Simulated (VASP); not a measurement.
Si5Sn:

```
Si Sn
1.0
     3.92661    0.00000    0.00000
    -1.96331    3.40054    0.00000
     0.00000    0.00000    8.34006
Si Sn
5 1
Direct
  0.50000 0.00000 0.50000
  0.00000 0.50000 0.50000
  0.50000 0.50000 0.50000
  0.00000 0.00000 0.84187
  0.00000 0.00000 0.15813
  0.00000 0.00000 0.50000
```

The cell was generated, and may not be a known phase.

```yaml
Program: VASP 6.6.1
Task: relaxation of cell and atoms
Functional: PBE
Potentials_or_basis: VASP PAW PBE potentials, release 64 (Si, Sn_d)
Cutoff: 600 eV
k_mesh: 6 × 6 × 2
Occupations: gaussian, width 0.1 eV
Spin: no spin polarisation
```

At the start: pressure 114.4 GPa; volume 18.56 Å³/atom.

Q: Where does the relaxation end?

A: Over 17 steps the energy falls by 4766.7 meV/atom and the volume is 32.87 Å³/atom (+77.1 %); space group P6/mmm (No. 191, to 0.1 Å) before and after.

The path:
```csv
step,energy change (eV),largest force (eV/Å),pressure (GPa),volume (Å³)
1,0.0000,2.0428,114.38,111.36
2,-20.4886,1.3516,-7.19,428.45
3,-27.7332,1.3565,-2.75,227.73
4,-27.7539,1.3183,-2.46,224.99
5,-27.7737,1.1985,-1.54,217.86
6,-27.7730,1.2424,-1.88,220.35
7,-28.2518,1.0537,-1.53,210.30
8,-25.8933,15.5431,9.63,179.86
9,-28.3516,0.9806,-1.36,206.77
10,-28.4486,2.5367,1.51,193.35
11,-28.5379,0.0173,-0.47,200.58
12,-28.5580,0.8122,0.20,197.61
13,-28.5591,0.5860,0.02,198.34
14,-28.5980,0.2537,0.06,197.17
15,-28.5989,0.1865,0.09,196.97
16,-28.5985,0.2055,-0.13,197.56
17,-28.6002,0.0014,-0.02,197.23
```

Final structure:
```
CELL_PARAMETERS angstrom
5.57292 0.00000 0.00000
-2.78646 4.82629 0.00000
0.00000 0.00000 7.33308
ATOMIC_POSITIONS crystal
Si 0.50000 0.00000 0.50000
Si 0.00000 0.50000 0.50000
Si 0.50000 0.50000 0.50000
Si 0.00000 0.00000 0.85360
Si 0.00000 0.00000 0.14640
Sn 0.00000 0.00000 0.50000
```

Caveat: the k points lie up to 0.43 Å⁻¹ apart in the final cell, too coarse for converged energies and pressures of a metal; the volume moved by over 15 % at a fixed basis, so the end points are rough.
